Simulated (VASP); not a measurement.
# In2TeH2 (P-3m1) in VASP: a series of runs

The runs below take In2TeH2 through single point, with PBE.

Everything below comes from runs of VASP 6.6.1. Logs are shortened: lines on timing, memory, paths and dates and some standing lists are left out, and cuts for length are marked.

## (1) The cell of the first run

Symmetry: P-3m1, No. 164, trigonal system. The conventional cell has a = 4.251 Å, b = 4.251 Å, c = 7.290 Å, α = 90.00°, β = 90.00°, γ = 120.00°. Within 3.4 Å of In (site symmetry 3m) lie 4 H at 2.56 to 2.64 Å and 3 Te at 3.14 Å. Te (site symmetry -3m) has 6 In at 3.14 Å and 6 H at 3.64 Å and 6 Te at 4.25 Å within 4.3 Å. Within 3.4 Å of H (site symmetry 3m) lie 4 In at 2.56 to 2.64 Å and 3 H at 3.11 Å.

The cell was built from a structure type or drawn by symmetry, and may not be a known phase.

## (2) Single point, PBE

Contents of INCAR:

```
SYSTEM = In2TeH2
ALGO = Normal
EDIFF = 1E-6
ENCUT = 520
GGA = PE
ISIF = 2
ISMEAR = 0
LASPH = .True.
LCHARG = .False.
LREAL = .False.
LWAVE = .False.
NBANDS = 25
NELM = 60
PREC = Accurate
SIGMA = 0.1
```

Contents of KPOINTS:

```
k-points
0
Gamma
  6 6 4
  0 0 0
```

Contents of POSCAR:

```
In2TeH2
1.0
    4.2514059600      0.0000000000      0.0000000000
   -2.1257029800      3.6818255600      0.0000000000
    0.0000000000      0.0000000000      7.2897472900
In Te H
2 1 2
Direct
    0.3333333300      0.6666666700      0.2687999900
    0.6666666700      0.3333333300      0.7312000100
    0.0000000000      0.0000000000      0.0000000000
    0.3333333300      0.6666666700      0.6311000000
    0.6666666700      0.3333333300      0.3689000000
```

Potentials or basis: VASP PAW PBE potentials, release 64 (In_d, Te, H).

Command:

```
$ cat potpaw_PBE.64/In_d/POTCAR potpaw_PBE.64/Te/POTCAR potpaw_PBE.64/H/POTCAR > POTCAR
$ mpirun -np 1 vasp_std > vasp.out
```

OUTCAR:

```text
SYSTEM = In2TeH2
   EDIFF = 1E-6
   ENCUT = 520
   GGA = PE
   ISIF = 2
   ISMEAR = 0
   LASPH = .True.
   LREAL = .False.
   NELM = 60
   PREC = Accurate

 ion  position               nearest neighbor table
   1  0.333  0.667  0.269-   3 3.14   3 3.14   3 3.14
   2  0.667  0.333  0.731-   3 3.14   3 3.14   3 3.14
   3  0.000  0.000  0.000-   1 3.14   2 3.14   1 3.14   2 3.14   2 3.14   1 3.14
   4  0.333  0.667  0.631-
   5  0.667  0.333  0.369-

  LATTYP: Found a hexagonal cell.
 ALAT       =     4.2514059600
 C/A-ratio  =     1.7146674203

  Lattice vectors:

 A1 = (   4.2514059600,   0.0000000000,   0.0000000000)
 A2 = (  -2.1257029800,   3.6818255600,   0.0000000000)
 A3 = (   0.0000000000,   0.0000000000,   7.2897472900)

Analysis of symmetry for initial positions (statically):
=====================================================================
 Subroutine PRICEL returns:
 Original cell was already a primitive cell.

 Routine SETGRP: Setting up the symmetry group for a
 hexagonal supercell.

 Subroutine GETGRP returns: Found 12 space group operations
 (whereof 12 operations were pure point group operations)
 out of a pool of 24 trial point group operations.

The static configuration has the point symmetry D_3d.

Analysis of symmetry for dynamics (positions and initial velocities):
=====================================================================
 Subroutine PRICEL returns:
 Original cell was already a primitive cell.

 Routine SETGRP: Setting up the symmetry group for a
 hexagonal supercell.

 Subroutine GETGRP returns: Found 12 space group operations
 (whereof 12 operations were pure point group operations)
 out of a pool of 24 trial point group operations.

The dynamic configuration has the point symmetry D_3d.

 Subroutine INISYM returns: Found 12 space group operations
 (whereof 12 operations are pure point group operations),
 and found     1 'primitive' translations

----------------------------------------------------------------------------------------

                                     Primitive cell

  volume of cell :     114.1059

  direct lattice vectors                    reciprocal lattice vectors
     4.251405960  0.000000000  0.000000000     0.235216305  0.135802197  0.000000000
    -2.125702980  3.681825560  0.000000000     0.000000000  0.271604394  0.000000000
     0.000000000  0.000000000  7.289747290     0.000000000  0.000000000  0.137178967

  length of vectors
     4.251405960  4.251405957  7.289747290     0.271604394  0.271604394  0.137178967

  position of ions in fractional coordinates (direct lattice)
     0.333333330  0.666666670  0.268799990
     0.666666670  0.333333330  0.731200010
     0.000000000  0.000000000  0.000000000
     0.333333330  0.666666670  0.631100000
     0.666666670  0.333333330  0.368900000

  ion indices of the primitive-cell ions
   primitive index   ion index
                 1           1
                 2           2
                 3           3
                 4           4
                 5           5

----------------------------------------------------------------------------------------

 KPOINTS: k-points

Automatic generation of k-mesh.
 Grid dimensions read from file:
 generate k-points for:    6    6    4

 Generating k-lattice:

  Cartesian coordinates                     Fractional coordinates (reciprocal lattice)
     0.039202717  0.022633699  0.000000000     0.166666667  0.000000000  0.000000000
     0.000000000  0.045267399  0.000000000     0.000000000  0.166666667  0.000000000
     0.000000000  0.000000000  0.034294742     0.000000000  0.000000000  0.250000000

  Length of vectors
     0.045267399  0.045267399  0.034294742

  Shift w.r.t. Gamma in fractional coordinates (k-lattice)
     0.000000000  0.000000000  0.000000000

 Subroutine IBZKPT returns following result:
 ===========================================

 Found     24 irreducible k-points:

 Following reciprocal coordinates:
            Coordinates               Weight
  0.000000  0.000000  0.000000      1.000000
  0.166667  0.000000  0.000000      6.000000
  0.333333  0.000000  0.000000      6.000000
  0.500000 -0.000000  0.000000      3.000000
  0.166667  0.166667  0.000000      6.000000
  0.333333  0.166667  0.000000     12.000000
[... 16 lines left out ...]
  0.333333  0.166667  0.500000     12.000000
  0.333333  0.333333  0.500000      2.000000
   k-points           NKPTS =     24   k-points in BZ     NKDIM =     24   number of bands    NBANDS=     25
   number of dos      NEDOS =    301   number of ions     NIONS =      5
   total plane-waves  NPLWV =  55296
   dimension x,y,z NGX =    32 NGY =   32 NGZ =   54
   dimension x,y,z NGXF=    64 NGYF=   64 NGZF=  108
   ions per type =               2   1   2
   NGX,Y,Z   is equivalent  to a cutoff of  12.51, 12.51, 12.31 a.u.
   NGXF,Y,Z  is equivalent  to a cutoff of  25.03, 25.03, 24.63 a.u.
 SYSTEM =  In2TeH2
   PREC   = accura    normal or accurate (medium, high low for compatibility)
   ISTART =      0    job   : 0-new  1-cont  2-samecut
   ICHARG =      2    charge: 1-file 2-atom 10-const
   ISPIN  =      1    spin polarized calculation?
   LNONCOLLINEAR =      F non collinear calculations
   LSORBIT =      F    spin-orbit coupling
   LASPH  =      T    aspherical Exc in radial PAW
   ENCUT  =  520.0 eV  38.22 Ry    6.18 a.u.   7.90  7.90 13.55*2*pi/ulx,y,z
   NELM   =     60;   NELMIN=  2; NELMDL= -5     # of ELM steps
   EDIFF  = 0.1E-05   stopping-criterion for ELM
   LREAL  =      F    real-space projection
   EDIFFG = 0.1E-04   stopping-criterion for IOM
   NSW    =      0    number of steps for IOM
   IBRION =     -1    ionic relax: 0-MD 1-quasi-New 2-CG
   NFREE  =      0    steps in history (QN), initial steepest desc. (CG)
   ISIF   =      2    stress and relaxation
   ISYM   =      2    0-nonsym 1-usesym 2-fastsym
   POTIM  = 0.5000    time-step for ionic-motion
   TEBEG  =    0.0;   TEEND  =   0.0 temperature during run
   PSTRESS=    0.0 pullay stress
   NELECT =      34.0000    total number of electrons
   NUPDOWN=      -1.0000    fix difference up-down
   EMIN   =  10.00;   EMAX   =-10.00  energy-range for DOS
   EFERMI =   0.00;   METHOD = LEGACY
   ISMEAR =     0;   SIGMA  =   0.10  broadening in eV -4-tet -1-fermi 0-gaus
   EFERMI_NEDOS =   21; number of points for ismear=-14 and -15
   IALGO  =     38    algorithm
   IMIX   =      4    mixing-type and parameters
     AMIX     =   0.40;   BMIX     =  1.00
     AMIX_MAG =   1.60;   BMIX_MAG =  1.00
  volume/ion in A,a.u.               =      22.82       154.00
  Fermi-wavevector in a.u.,A,eV,Ry     =   1.093449  2.066318 16.267532  1.195630
  Thomas-Fermi vector in A             =   2.229734
   LORBIT       =      0    0 simple, 1 ext, 2 COOP (PROOUT), +10 PAW based schemes
   GGA     = PE    functional components
   LHFCALC =     F    Hartree Fock is set to
   AEXX    =    0.0000 exact exchange contribution
   IVDW    =     0    specifies the selected vdW correction
   LEPSILON=     F    determine dielectric tensor
   LRPA    =     F    only Hartree local field effects (RPA)
 non-spin polarized calculation
 Gauss-broadening in eV      SIGMA  =   0.10
  energy-cutoff  :      520.00
  volume of cell :      114.11
 maximum number of plane-waves:      3114
   NGX = 15   NGY = 15   NGZ = 27

 number of electron      34.0000009 magnetization

 Free energy of the ion-electron system (eV)
  ---------------------------------------------------
  ext. energy  EPLUGINS =         0.00000000
  ---------------------------------------------------
  free energy    TOTEN  =       -13.52626727 eV

  energy without entropy =      -13.51698086  energy(sigma->0) =      -13.52162406

 E-fermi :   4.0489     XC(G=0):  -8.8337

 val. band max:        4.0202832965   @ k =   0.1667   0.1667   0.0000
 cond. band min:       4.0751852244   @ k =   0.1667   0.0000   0.2500
 fundamental gap:      0.0549019279
 Fermi energy:         4.0488547132

 k-point     1 :       0.0000    0.0000    0.0000
  band No.  band energies     occupation
      1     -10.1297      2.00000
      2     -10.1297      2.00000
      3     -10.1289      2.00000
      4     -10.1271      2.00000
      5     -10.1271      2.00000
      6     -10.1243      2.00000
[... 17 lines left out ...]
     24       9.6763      0.00000
     25      10.5603      0.00000

 k-point     2 :       0.1667    0.0000    0.0000
  band No.  band energies     occupation
      1     -10.1491      2.00000
      2     -10.1322      2.00000
      3     -10.1306      2.00000
      4     -10.1227      2.00000
      5     -10.1195      2.00000
      6     -10.1159      2.00000
[... 17 lines left out ...]
     24      10.0926      0.00000
     25      10.6715      0.00000

 k-point     3 :       0.3333    0.0000    0.0000
  band No.  band energies     occupation
      1     -10.1909      2.00000
      2     -10.1419      2.00000
      3     -10.1354      2.00000
      4     -10.1304      2.00000
      5     -10.1141      2.00000
      6     -10.1052      2.00000
[... 17 lines left out ...]
     24      10.3571      0.00000
     25      11.3823      0.00000

 k-point     4 :       0.5000   -0.0000    0.0000
  band No.  band energies     occupation
      1     -10.2114      2.00000
      2     -10.1470      2.00000
      3     -10.1383      2.00000
      4     -10.1349      2.00000
      5     -10.1162      2.00000
      6     -10.0995      2.00000
[... 17 lines left out ...]
     24      10.1890      0.00000
     25      11.8474      0.00000
[... 477 lines left out ...]
 k-point    22 :       0.1667    0.1667    0.5000
  band No.  band energies     occupation
      1     -10.1808      2.00000
      2     -10.1380      2.00000
      3     -10.1289      2.00000
      4     -10.1244      2.00000
      5     -10.1200      2.00000
      6     -10.1098      2.00000
[... 17 lines left out ...]
     24      10.0835      0.00000
     25      10.7772      0.00000

 k-point    23 :       0.3333    0.1667    0.5000
  band No.  band energies     occupation
      1     -10.1957      2.00000
      2     -10.1541      2.00000
      3     -10.1292      2.00000
      4     -10.1289      2.00000
      5     -10.1189      2.00000
      6     -10.1144      2.00000
[... 17 lines left out ...]
     24      10.1194      0.00000
     25      11.5394      0.00000

 k-point    24 :       0.3333    0.3333    0.5000
  band No.  band energies     occupation
      1     -10.1893      2.00000
      2     -10.1430      2.00000
      3     -10.1430      2.00000
      4     -10.1414      2.00000
      5     -10.1037      2.00000
      6     -10.1037      2.00000
[... 17 lines left out ...]
     24      11.0214      0.00000
     25      12.1876      0.00000

------------------------ aborting loop because EDIFF is reached ----------------------------------------

  FORCE on cell =-STRESS in cart. coord.  units (eV):
  Direction    XX          YY          ZZ          XY          YZ          ZX
  --------------------------------------------------------------------------------------
  -------------------------------------------------------------------------------------
  Total       -2.8977287     -2.8977287     -2.3581377      0.0000000      0.0000000      0.0000000
  in kB      -40.6874104    -40.6874103    -33.1109383      0.0000000      0.0000000      0.0000000
  external PRESSURE =     -38.1619197 kB  Pullay stress =       0.0000000 kB

 VOLUME and BASIS-vectors are now :
 -----------------------------------------------------------------------------
  energy-cutoff  :      520.00
  volume of cell :      114.11
      direct lattice vectors                 reciprocal lattice vectors
     4.251405960  0.000000000  0.000000000     0.235216305  0.135802197  0.000000000
    -2.125702980  3.681825560  0.000000000     0.000000000  0.271604394  0.000000000
     0.000000000  0.000000000  7.289747290     0.000000000  0.000000000  0.137178967

 POSITION                                       TOTAL-FORCE (eV/Angst)
 -----------------------------------------------------------------------------------
     -0.00000      2.45455      1.95948         0.000000     -0.000000      0.397312
      2.12570      1.22728      5.33026        -0.000000      0.000000     -0.397312
      0.00000      0.00000      0.00000         0.000000      0.000000      0.000000
     -0.00000      2.45455      4.60056        -0.000000      0.000000     -0.081725
      2.12570      1.22728      2.68919         0.000000     -0.000000      0.081725
 -----------------------------------------------------------------------------------
    total drift:                                0.000000     -0.000000      0.000000

  FREE ENERGIE OF THE ION-ELECTRON SYSTEM (eV)
  ---------------------------------------------------
  free  energy   TOTEN  =       -13.5262672749 eV

  energy  without entropy=      -13.5169808551  energy(sigma->0) =      -13.52162406
```

Wall time 97 s (1 thread of Intel Xeon 8259CL, shared host); peak memory 0.26 GiB.

What came out:

```yaml
Free_energy: -13.5263 eV
Pressure: -3.8 GPa
Largest_force: 0.397 eV/Å
Band_gap_on_the_k_mesh: zero (bands 17 and 18 overlap by 2.33 eV)
```

Forces in eV/Å, atoms in the order of the input:
```
In   0.000  0.000  0.397
In   0.000  0.000 -0.397
Te   0.000  0.000  0.000
H    0.000  0.000 -0.082
H    0.000  0.000  0.082
```

Caveat: the cell stands under tension; spin-orbit coupling is left out, which moves the levels of the heavy elements.

(Part 1 of 2 ends here.)
